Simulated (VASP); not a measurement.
A run of VASP 6.6.1:

Contents of POSCAR:

```
LiH
1.0
    0.0000000000      2.1451220117      2.1451220117
    2.1451220117      0.0000000000      2.1451220117
    2.1451220117      2.1451220117      0.0000000000
Li H
1 1
Direct
    0.0000000000      0.0000000000      0.0000000000
    0.2500000000      0.2500000000      0.2500000000
```

The input INCAR.step1:

```
SYSTEM = LiH
ALGO     = Normal         ! electronic algorithm
EDIFF    = 1E-5           ! SCF threshold, eV
ENCUT    = 520            ! plane-wave cutoff, eV
GGA      = PE             ! functional
ISIF     = 2              ! what is computed and relaxed
ISMEAR   = 0              ! smearing method
LASPH    = .True.         ! aspherical terms in the spheres
LREAL    = .False.        ! projectors in reciprocal space
LWAVE    = .True.         ! write WAVECAR
NBANDS   = 9              ! bands
NELM     = 60             ! most SCF steps
PREC     = Accurate       ! precision mode
SIGMA    = 0.01           ! smearing width, eV
```

The input INCAR.step2:

```
SYSTEM = LiH
AEXX     = 0.5            ! exact-exchange fraction
ALGO     = Normal         ! electronic algorithm
EDIFF    = 1E-7           ! SCF threshold, eV
ENCUT    = 520            ! plane-wave cutoff, eV
GGA      = PE             ! functional
HFSCREEN = 0.3            ! screening, 1/A
ISIF     = 2              ! what is computed and relaxed
ISMEAR   = 0              ! smearing method
ISTART   = 1            
LASPH    = .True.         ! aspherical terms in the spheres
LCHARG   = .True.         ! write CHGCAR
LELF     = .True.         ! ELF
LHFCALC  = .True.         ! exact exchange
LREAL    = .False.        ! projectors in reciprocal space
LVHAR    = .True.       
LWAVE    = .False.        ! write WAVECAR
NBANDS   = 9              ! bands
NELM     = 60             ! most SCF steps
PREC     = Accurate       ! precision mode
PRECFOCK = Normal       
SIGMA    = 0.01           ! smearing width, eV
```

File KPOINTS:

```
k-points
0
Gamma
  4 4 4
  0 0 0
```

Potentials or basis: VASP PAW PBE potentials, release 64 (Li_sv, H).

Command:

```console
$ cat potpaw_PBE.64/Li_sv/POTCAR potpaw_PBE.64/H/POTCAR > POTCAR
$ cp INCAR.step1 INCAR
$ mpirun -np 1 vasp_std > vasp.out
$ cp INCAR.step2 INCAR
$ mpirun -np 1 vasp_std > vasp.out
```

Hardware: 1 thread of AMD EPYC 7R13 Processor (Zen 3), on a shared host.

Problem. How long does it take, and how much memory?

Solution. Wall time 30 s on 1 thread of AMD EPYC 7R13 Processor (Zen 3), on a shared host, peak memory 0.2 GiB. Counts: k points 8.
